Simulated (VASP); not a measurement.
# Al: single point with PBEsol

Al:

```
Al
1.0
     2.70096    0.00000    0.00000
     0.00000    2.70096    0.00000
     0.00000    0.00000    2.70096
Al
1
Direct
  0.00000 0.00000 0.00000
```

```json
{
  "Program": "VASP 6.6.1",
  "Task": "single point",
  "Functional": "PBEsol",
  "Potentials or basis": "VASP PAW PBE potentials, release 64 (Al)",
  "Cutoff": "520 eV",
  "k mesh": "13 × 13 × 13",
  "Occupations": "fermi-dirac, width 0.1 eV",
  "Spin": "no spin polarisation",
  "Dipole correction": "no",
  "Further INCAR settings": "ALGO = Normal; EDIFF = 1e-06; NBANDS = 8"
}
```

| Item | Value |
| --- | --- |
| Pressure | 0.1 GPa |

Levels at points of the mesh, in eV from the Fermi level:
```csv
k point,band 1,band 2,band 3,band 4,band 5
"(0.00, 0.00, 0.00)",-9.67,8.05,8.05,9.29,9.29
```

It took 4.9 s on 1 thread of Intel Xeon 6975P-C, on a shared host, peak memory 0.12 GiB.

Caveat: the PAW data sets were made with another functional, which shifts forces and pressure a little.
